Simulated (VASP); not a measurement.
A run of VASP 6.6.1 is set up as follows.

INCAR

```
ALGO = Normal
EDIFF = 1E-6
ENCUT = 1340
GGA = CA
GGA_COMPAT = False
ISIF = 2
ISMEAR = -1
LASPH = True
LCHARG = True
LELF = True
LREAL = False
LVHAR = True
LWAVE = False
NBANDS = 28
NELM = 120
PREC = Accurate
SIGMA = 0.05
```

Contents of KPOINTS:

```
k-points
0
Gamma
  6 6 6
```

POSCAR

```
BaZrO3
1.0
    4.1632093537      0.0000000000      0.0000000000
    0.0000000000      4.1632093537      0.0000000000
    0.0000000000      0.0000000000      4.1632093537
Ba Zr O
1 1 3
Direct
    0.0000000000      0.0000000000      0.0000000000
    0.5000000000      0.5000000000      0.5000000000
    0.5000000000      0.5000000000      0.0000000000
    0.5000000000      0.0000000000      0.5000000000
    0.0000000000      0.5000000000      0.5000000000
```

Potentials or basis: VASP PAW LDA potentials, release 64 (Ba_sv, Zr_sv, O_h).

Launch:

```console
$ cat potpaw_LDA.64/Ba_sv/POTCAR potpaw_LDA.64/Zr_sv/POTCAR potpaw_LDA.64/O_h/POTCAR > POTCAR
$ mpirun -np 1 vasp_std > vasp.out
```

(1) Estimate the pressure.

(2) What does it give for the band gap on the k mesh?

## Answers

(1) -0.7 GPa.

(2) 3.12 eV (least direct gap 3.31 eV).

Caveat: spin-orbit coupling is left out, which moves the levels of the heavy elements.
